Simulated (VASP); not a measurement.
Input of a VASP 6.6.1 run:

INCAR

```
  PREC = Accurate
  ENCUT = 600
  EDIFF = 1E-6
  ISMEAR = -1
  SIGMA = 0.01
  LREAL = False
  LASPH = True
  NELM = 200
  ALGO = Normal
  ISIF = 2
  LWAVE = False
  LCHARG = False
  MAGMOM = 0 0 0 0 0 0 0 0 0
  LORBIT = 11
  LSORBIT = True
  GGA_COMPAT = False
  LORBMOM = True
  LMAXMIX = 4
  GGA = LIBXC
  LIBXC1 = GGA_X_B88
  LIBXC2 = GGA_C_PBE
  NBANDS = 40
```

The input KPOINTS:

```
Automatic mesh
0
Gamma
  10 10 6
```

File POSCAR:

```
Ta2N
1.0
    3.1538249076      0.0000000000      0.0000000000
   -1.5769124538      2.7312924890      0.0000000000
    0.0000000000      0.0000000000      4.9339252043
Ta N
2 1
Direct
    0.3333333333      0.6666666667      0.2547110000
    0.6666666667      0.3333333333      0.7452890000
    0.0000000000      0.0000000000      0.0000000000
```

Potentials or basis: VASP PAW PBE potentials, release 64 (Ta_pv, N).

The run is started by

```console
$ cat potpaw_PBE.64/Ta_pv/POTCAR potpaw_PBE.64/N/POTCAR > POTCAR
$ mpirun -np 1 vasp_ncl > vasp.out
```

Problem. Estimate the pressure.

Solution. -10.8 GPa.

Problem. Predict the largest force.

Solution. 0.147 eV/Å.

Problem. Estimate the net moment.

Solution. 0.00 μB per cell.

Stress tensor (GPa, compression positive):
```
-11.09   0.00   0.00
  0.00 -11.09   0.00
  0.00   0.00 -10.30
```

Caveat: the cell stands under tension; the PAW data sets were made with another functional, which shifts forces and pressure a little.
